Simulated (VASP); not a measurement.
A run of VASP 6.6.1:

File INCAR:

```
ALGO = Normal ; EDIFF = 1E-7
ENCUT = 520 ; GGA = PE
ISIF = 2 ; ISMEAR = 0
ISPIN = 2 ; LASPH = T
LCHARG = F ; LMAXMIX = 4
LORBIT = 11 ; LREAL = F
LWAVE = F ; MAGMOM = 4.95 0
NBANDS = 20 ; NELM = 150
PREC = Accurate ; SIGMA = 0.1
```

Contents of KPOINTS:

```
k-points
0
Gamma
  14 14 14
```

File POSCAR:

```
CrI
1.0
    3.7781592475      0.0000000000      0.0000000000
    0.0000000000      3.7781592475      0.0000000000
    0.0000000000      0.0000000000      3.7781592475
Cr I
1 1
Direct
    0.0000000000      0.0000000000      0.0000000000
    0.5000000000      0.5000000000      0.5000000000
```

Potentials or basis: VASP PAW PBE potentials, release 64 (Cr_pv, I).

The run is started by

```sh
$ cat potpaw_PBE.64/Cr_pv/POTCAR potpaw_PBE.64/I/POTCAR > POTCAR
$ mpirun -np 1 vasp_std > vasp.out
```

Hardware: 1 thread of Intel Xeon 8259CL (shared host).

Q: How long does it take, and how much memory?

A: It took 3.7 min on 1 thread of Intel Xeon 8259CL (shared host), peak memory 0.32 GiB. Counts: scf iterations 15, k points 120.
